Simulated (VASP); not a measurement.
# HgTe (Cmcm) in VASP: a series of runs

Runs on HgTe. Level: PBE. Tasks: single point.

Program: VASP 6.6.1. These are calculated values, not measurements. Logs are shortened: lines on timing, memory, paths and dates and some standing lists are left out, and cuts for length are marked.

## 1. The cell of the first run

Symmetry: Cmcm, No. 63, orthorhombic system. The conventional cell has a = 5.933 Å, b = 6.957 Å, c = 5.878 Å, α = 90.00°, β = 90.00°, γ = 90.00°. Hg (site symmetry m2m) has 6 Te at 2.95 to 3.78 Å within 3.9 Å. Within 3.9 Å of Te (site symmetry m2m) lie 6 Hg at 2.95 to 3.78 Å.

## 2. Single point, PBE

INCAR reads:

```
SYSTEM = HgTe
ALGO = Normal ; EDIFF = 1E-6
ENCUT = 500 ; GGA = PE
GGA_COMPAT = .FALSE. ; ISIF = 2
ISMEAR = 0 ; LASPH = .TRUE.
LCHARG = .FALSE. ; LREAL = .FALSE.
LWAVE = .FALSE. ; NBANDS = 26
NELM = 120 ; PREC = Accurate
SIGMA = 0.15
```

KPOINTS reads:

```
k-points
0
G
  10 10 8
  0 0 0
```

POSCAR reads:

```
HgTe
1.0
    2.9664296356     -3.4783880534      0.0000000000
    2.9664296356      3.4783880534      0.0000000000
    0.0000000000      0.0000000000      5.8781767382
Hg Te
2 2
Direct
    0.2888211026      0.7111788974      0.7500000000
    0.7111788974      0.2888211026      0.2500000000
    0.7450719091      0.2549280909      0.7500000000
    0.2549280909      0.7450719091      0.2500000000
```

Potentials or basis: VASP PAW PBE potentials, release 64 (Hg, Te).

Started as:

```
cat potpaw_PBE.64/Hg/POTCAR potpaw_PBE.64/Te/POTCAR > POTCAR
mpirun -np 1 vasp_std > vasp.out
```

OUTCAR:

```text
SYSTEM = HgTe
   EDIFF = 1E-6
   ENCUT = 500
   GGA = PE
   ISIF = 2
   ISMEAR = 0
   LASPH = .TRUE.
   LREAL = .FALSE.
   NELM = 120
   PREC = Accurate

 ion  position               nearest neighbor table
   1  0.289  0.711  0.750-   4 2.95   4 2.95   3 2.98   3 2.98   3 3.17
   2  0.711  0.289  0.250-   3 2.95   3 2.95   4 2.98   4 2.98   4 3.17
   3  0.745  0.255  0.750-   2 2.95   2 2.95   1 2.98   1 2.98   1 3.17
   4  0.255  0.745  0.250-   1 2.95   1 2.95   2 2.98   2 2.98   2 3.17

  LATTYP: Found a base centered orthorhombic cell.
 ALAT       =     5.9328592712
 B/A-ratio  =     1.1725840423
 C/A-ratio  =     0.9907831063

  Lattice vectors:

 A1 = (   2.9664296356,  -3.4783880534,   0.0000000000)
 A2 = (   2.9664296356,   3.4783880534,   0.0000000000)
 A3 = (   0.0000000000,   0.0000000000,   5.8781767382)

Analysis of symmetry for initial positions (statically):
=====================================================================
 Subroutine PRICEL returns:
 Original cell was already a primitive cell.

 Routine SETGRP: Setting up the symmetry group for a
 base centered orthorhombic supercell.

 Subroutine GETGRP returns: Found  8 space group operations
 (whereof  4 operations were pure point group operations)
 out of a pool of  8 trial point group operations.

The static configuration has the point symmetry C_2h.
 The point group associated with its full space group is D_2h.

Analysis of symmetry for dynamics (positions and initial velocities):
=====================================================================
 Subroutine PRICEL returns:
 Original cell was already a primitive cell.

 Routine SETGRP: Setting up the symmetry group for a
 base centered orthorhombic supercell.

 Subroutine GETGRP returns: Found  8 space group operations
 (whereof  4 operations were pure point group operations)
 out of a pool of  8 trial point group operations.

The dynamic configuration has the point symmetry C_2h.
 The point group associated with its full space group is D_2h.

 Subroutine INISYM returns: Found  8 space group operations
 (whereof  4 operations are pure point group operations),
 and found     1 'primitive' translations

----------------------------------------------------------------------------------------

                                     Primitive cell

  volume of cell :     121.3067

  direct lattice vectors                    reciprocal lattice vectors
     2.966429636 -3.478388053  0.000000000     0.168552793 -0.143744744  0.000000000
     2.966429636  3.478388053  0.000000000     0.168552793  0.143744744  0.000000000
     0.000000000  0.000000000  5.878176738     0.000000000  0.000000000  0.170120778

  length of vectors
     4.571530185  4.571530185  5.878176738     0.221523352  0.221523352  0.170120778

  position of ions in fractional coordinates (direct lattice)
     0.288821103  0.711178897  0.750000000
     0.711178897  0.288821103  0.250000000
     0.745071909  0.254928091  0.750000000
     0.254928091  0.745071909  0.250000000

  ion indices of the primitive-cell ions
   primitive index   ion index
                 1           1
                 2           2
                 3           3
                 4           4

----------------------------------------------------------------------------------------

 KPOINTS: k-points

Automatic generation of k-mesh.
 Grid dimensions read from file:
 generate k-points for:   10   10    8

 Generating k-lattice:

  Cartesian coordinates                     Fractional coordinates (reciprocal lattice)
     0.016855279 -0.014374474  0.000000000     0.100000000 -0.000000000  0.000000000
     0.016855279  0.014374474  0.000000000    -0.000000000  0.100000000  0.000000000
     0.000000000  0.000000000  0.021265097     0.000000000  0.000000000  0.125000000

  Length of vectors
     0.022152335  0.022152335  0.021265097

  Shift w.r.t. Gamma in fractional coordinates (k-lattice)
     0.000000000  0.000000000  0.000000000

 Subroutine IBZKPT returns following result:
 ===========================================

 Found    155 irreducible k-points:

 Following reciprocal coordinates:
            Coordinates               Weight
  0.000000  0.000000  0.000000      1.000000
  0.100000  0.000000  0.000000      4.000000
  0.200000  0.000000  0.000000      4.000000
  0.300000  0.000000  0.000000      4.000000
  0.400000  0.000000  0.000000      4.000000
  0.500000  0.000000  0.000000      2.000000
[... 16 lines left out ...]
  0.300000  0.300000  0.000000      2.000000
  0.400000  0.300000  0.000000      4.000000
 [... further k-points ...]
   k-points           NKPTS =    155   k-points in BZ     NKDIM =    155   number of bands    NBANDS=     26
   number of dos      NEDOS =    301   number of ions     NIONS =      4
   total plane-waves  NPLWV =  62208
   dimension x,y,z NGX =    36 NGY =   36 NGZ =   48
   dimension x,y,z NGXF=    72 NGYF=   72 NGZF=   96
   ions per type =               2   2
   NGX,Y,Z   is equivalent  to a cutoff of  13.09, 13.09, 13.58 a.u.
   NGXF,Y,Z  is equivalent  to a cutoff of  26.18, 26.18, 27.15 a.u.
 SYSTEM =  HgTe
   PREC   = accura    normal or accurate (medium, high low for compatibility)
   ISTART =      0    job   : 0-new  1-cont  2-samecut
   ICHARG =      2    charge: 1-file 2-atom 10-const
   ISPIN  =      1    spin polarized calculation?
   LNONCOLLINEAR =      F non collinear calculations
   LSORBIT =      F    spin-orbit coupling
   LASPH  =      T    aspherical Exc in radial PAW
   ENCUT  =  500.0 eV  36.75 Ry    6.06 a.u.   8.33  8.33 10.72*2*pi/ulx,y,z
   NELM   =    120;   NELMIN=  2; NELMDL= -5     # of ELM steps
   EDIFF  = 0.1E-05   stopping-criterion for ELM
   LREAL  =      F    real-space projection
   EDIFFG = 0.1E-04   stopping-criterion for IOM
   NSW    =      0    number of steps for IOM
   IBRION =     -1    ionic relax: 0-MD 1-quasi-New 2-CG
   NFREE  =      0    steps in history (QN), initial steepest desc. (CG)
   ISIF   =      2    stress and relaxation
   ISYM   =      2    0-nonsym 1-usesym 2-fastsym
   POTIM  = 0.5000    time-step for ionic-motion
   TEBEG  =    0.0;   TEEND  =   0.0 temperature during run
   PSTRESS=    0.0 pullay stress
   NELECT =      36.0000    total number of electrons
   NUPDOWN=      -1.0000    fix difference up-down
   EMIN   =  10.00;   EMAX   =-10.00  energy-range for DOS
   EFERMI =   0.00;   METHOD = LEGACY
   ISMEAR =     0;   SIGMA  =   0.15  broadening in eV -4-tet -1-fermi 0-gaus
   EFERMI_NEDOS =   21; number of points for ismear=-14 and -15
   IALGO  =     38    algorithm
   IMIX   =      4    mixing-type and parameters
     AMIX     =   0.40;   BMIX     =  1.00
     AMIX_MAG =   1.60;   BMIX_MAG =  1.00
  volume/ion in A,a.u.               =      30.33       204.65
  Fermi-wavevector in a.u.,A,eV,Ry     =   1.091979  2.063540 16.223819  1.192417
  Thomas-Fermi vector in A             =   2.228235
   LORBIT       =      0    0 simple, 1 ext, 2 COOP (PROOUT), +10 PAW based schemes
   GGA     = PE    functional components
   LHFCALC =     F    Hartree Fock is set to
   AEXX    =    0.0000 exact exchange contribution
   IVDW    =     0    specifies the selected vdW correction
   LEPSILON=     F    determine dielectric tensor
   LRPA    =     F    only Hartree local field effects (RPA)
 non-spin polarized calculation
 Gauss-broadening in eV      SIGMA  =   0.15
  energy-cutoff  :      500.00
  volume of cell :      121.31
 maximum number of plane-waves:      3105
 NGX is ok and might be reduce to    36
   NGX = 17   NGY = 17   NGZ = 21

 number of electron      35.9999998 magnetization

 Free energy of the ion-electron system (eV)
  ---------------------------------------------------
  ext. energy  EPLUGINS =         0.00000000
  ---------------------------------------------------
  free energy    TOTEN  =        -6.59960458 eV

  energy without entropy =       -6.58163595  energy(sigma->0) =       -6.59062026

 E-fermi :   3.6745     XC(G=0):  -9.5019

 val. band max:        3.6498362403   @ k =  -0.3000   0.3000   0.1250
 cond. band min:       3.6792029153   @ k =  -0.4000   0.3000   0.0000
 fundamental gap:      0.0293666750
 Fermi energy:         3.6745396991

 k-point     1 :       0.0000    0.0000    0.0000
  band No.  band energies     occupation
      1      -8.0909      2.00000
      2      -7.0822      2.00000
      3      -3.0375      2.00000
      4      -3.0221      2.00000
      5      -2.9191      2.00000
      6      -2.8309      2.00000
[... 18 lines left out ...]
     25      11.4009      0.00000
     26      11.5388      0.00000

 k-point     2 :       0.1000    0.0000    0.0000
  band No.  band energies     occupation
      1      -8.0449      2.00000
      2      -7.0709      2.00000
      3      -3.0626      2.00000
      4      -3.0211      2.00000
      5      -2.9087      2.00000
      6      -2.8796      2.00000
[... 18 lines left out ...]
     25      11.3026      0.00000
     26      11.4996      0.00000

 k-point     3 :       0.2000    0.0000    0.0000
  band No.  band energies     occupation
      1      -7.9130      2.00000
      2      -7.0484      2.00000
      3      -3.1269      2.00000
      4      -3.0183      2.00000
      5      -2.9759      2.00000
      6      -2.8862      2.00000
[... 18 lines left out ...]
     25      10.7762      0.00000
     26      11.3097      0.00000

 k-point     4 :       0.3000    0.0000    0.0000
  band No.  band energies     occupation
      1      -7.7141      2.00000
      2      -7.0468      2.00000
      3      -3.2110      2.00000
      4      -3.1017      2.00000
      5      -3.0132      2.00000
      6      -2.8758      2.00000
[... 18 lines left out ...]
     25      10.6352      0.00000
     26      11.3352      0.00000

 k-point     5 :       0.4000    0.0000    0.0000
  band No.  band energies     occupation
      1      -7.4842      2.00000
      2      -7.1066      2.00000
      3      -3.2861      2.00000
      4      -3.2302      2.00000
      5      -3.0061      2.00000
      6      -2.9037      2.00000
[... 18 lines left out ...]
     25      10.1443      0.00000
     26      10.7923      0.00000

 k-point     6 :       0.5000    0.0000    0.0000
  band No.  band energies     occupation
      1      -7.3103      2.00000
      2      -7.2137      2.00000
      3      -3.3157      2.00000
      4      -3.2885      2.00000
      5      -3.0014      2.00000
      6      -2.9215      2.00000
[... 427 lines left out ...]
 k-point    21 :      -0.3000    0.2000    0.0000
  band No.  band energies     occupation
      1      -7.7599      2.00000
      2      -7.0610      2.00000
      3      -3.0602      2.00000
      4      -3.0504      2.00000
      5      -2.8682      2.00000
      6      -2.8524      2.00000
[... 18 lines left out ...]
     25      10.0606      0.00000
     26      11.6850      0.00000

 k-point    22 :      -0.2000    0.2000    0.0000
  band No.  band energies     occupation
      1      -7.8830      2.00000
      2      -7.0624      2.00000
      3      -3.0505      2.00000
      4      -3.0332      2.00000
      5      -2.8514      2.00000
      6      -2.8500      2.00000
[... 18 lines left out ...]
     25      10.6450      0.00000
     26      11.6844      0.00000

 k-point    23 :       0.3000    0.3000    0.0000
  band No.  band energies     occupation
      1      -7.3177      2.00000
      2      -7.1794      2.00000
      3      -3.2459      2.00000
      4      -3.2312      2.00000
      5      -3.0372      2.00000
      6      -2.8873      2.00000
[... 18 lines left out ...]
     25      10.4047      0.00000
     26      10.5932      0.00000

 k-point    24 :       0.4000    0.3000    0.0000
  band No.  band energies     occupation
      1      -7.3017      2.00000
      2      -7.1961      2.00000
      3      -3.1639      2.00000
      4      -3.0669      2.00000
      5      -3.0365      2.00000
      6      -2.9049      2.00000
[... 18 lines left out ...]
     25      10.7798      0.00000
     26      11.6468      0.00000

 [... further k-points ...]

------------------------ aborting loop because EDIFF is reached ----------------------------------------

  FORCE on cell =-STRESS in cart. coord.  units (eV):
  Direction    XX          YY          ZZ          XY          YZ          ZX
  --------------------------------------------------------------------------------------
  -------------------------------------------------------------------------------------
  Total        0.3527756     -0.4993945      1.5088639      0.0000000      0.0000000      0.0000000
  in kB        4.6593394     -6.5958320     19.9285600      0.0000000      0.0000000      0.0000000
  external PRESSURE =       5.9973558 kB  Pullay stress =       0.0000000 kB

 VOLUME and BASIS-vectors are now :
 -----------------------------------------------------------------------------
  energy-cutoff  :      500.00
  volume of cell :      121.31
      direct lattice vectors                 reciprocal lattice vectors
     2.966429636 -3.478388053  0.000000000     0.168552793 -0.143744744  0.000000000
     2.966429636  3.478388053  0.000000000     0.168552793  0.143744744  0.000000000
     0.000000000  0.000000000  5.878176738     0.000000000  0.000000000  0.170120778

 POSITION                                       TOTAL-FORCE (eV/Angst)
 -----------------------------------------------------------------------------------
      2.96643      1.46912      4.40863         0.000000     -0.079283     -0.000000
      2.96643     -1.46912      1.46954         0.000000      0.079283     -0.000000
      2.96643     -1.70491      4.40863         0.000000     -0.069412      0.000000
      2.96643      1.70491      1.46954         0.000000      0.069412     -0.000000
 -----------------------------------------------------------------------------------
    total drift:                               -0.000000     -0.000000      0.000000

  FREE ENERGIE OF THE ION-ELECTRON SYSTEM (eV)
  ---------------------------------------------------
  free  energy   TOTEN  =        -6.5996045784 eV

  energy  without entropy=       -6.5816359464  energy(sigma->0) =       -6.59062026
```

Wall time 11 min (1 thread of Oxide Virtual Turin-like, shared host); peak memory 0.5 GiB.

What came out:

```yaml
Free_energy: -6.5996 eV
Pressure: 0.6 GPa
Largest_force: 0.079 eV/Å
Band_gap_on_the_k_mesh: zero (bands 18 and 19 overlap by 2.35 eV)
```

Forces in eV/Å, atoms in the order of the input:
```
Hg   0.000 -0.079  0.000
Hg   0.000  0.079  0.000
Te   0.000 -0.069  0.000
Te   0.000  0.069  0.000
```

Caveat: spin-orbit coupling is left out, which moves the levels of the heavy elements.

[end of part 1 of 2]

The gap in the log of VASP goes by the Fermi energy; the results here count the filled bands.